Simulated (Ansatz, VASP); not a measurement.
# Two plane-wave programs on SrO

Contents of POSCAR:

```
SrO
1.0
    3.1999847437      0.0000000000      0.0000000000
    0.0000000000      3.1999847437      0.0000000000
    0.0000000000      0.0000000000      3.1084705340
Sr O
1 1
Direct
    0.0000000000      0.0000000000      0.0000000000
    0.5000000000      0.5000000000      0.5000000000
```

The input INCAR.step1:

```
ALGO = Normal
EDIFF = 1E-4
ENCUT = 520
GGA = PE
ISMEAR = 0
LASPH = True
LCHARG = False
LREAL = False
LWAVE = True
NBANDS = 15
NELM = 60
PREC = Accurate
SIGMA = 0.01
```

Contents of INCAR.step2:

```
ALGO = Normal
EDIFF = 1E-7
ENCUT = 520
ISIF = 2
ISMEAR = 0
ISTART = 1
LASPH = True
LCHARG = False
LMIXTAU = True
LREAL = False
LWAVE = False
METAGGA = R2SCAN
NBANDS = 15
NELM = 60
PREC = Accurate
SIGMA = 0.01
```

Contents of KPOINTS:

```
k-points
0
Gamma
  8 8 8
```

Input for Ansatz:

```yaml
crystal:
  lattice:
    - [3.1999847437, 0.0, 0.0]
    - [0.0, 3.1999847437, 0.0]
    - [0.0, 0.0, 3.108470534]
  atoms:
    - { symbol: Sr, position: [0.0, 0.0, 0.0] }
    - { symbol: O, position: [0.5, 0.5, 0.5] }
kpoints:
  mp_grid: { grid: [8, 8, 8] }
  band_path:
    path: [[0.0, 0.0, 0.0], [0.0, 0.5, 0.0], [0.5, 0.5, 0.0], [0.5, 0.5, 0.5]]
    npoints: 1
hamiltonian:
  xc: r2scan
scf:
  occupations: { method: fixed }
  n_extra_bands: 4
output:
  forces: true
  stress: true
  eigenvalues: true
```

Change from the starting cell: epitaxial_xy strain +3.1%.

Alike in both runs: task single point; functional r2SCAN; k mesh 8 × 8 × 8; no spin polarisation.

|  | VASP | Ansatz |
| --- | --- | --- |
| version | VASP 6.6.1 | Ansatz 0.2.0 |
| potentials or method | VASP PAW PBE potentials, release 64 (Sr_sv, O) | plane waves, PAW |
| plane-wave cutoff (eV) | 520 | 500 |
| occupations | gaussian, width 0.01 eV | fixed |
| valence electrons in the cell | 16 | 16 |

```tsv
	VASP	Ansatz	Ansatz less VASP
gap on the k mesh at the Fermi level (eV)	3.09	3.14	+0.056
pressure (GPa)	-5.0	-5.6	-0.57
traceless stress, the component that is largest in VASP (GPa)	5.61	5.59	-0.023
```

VASP's potentials were made for PBE, not for r2SCAN.
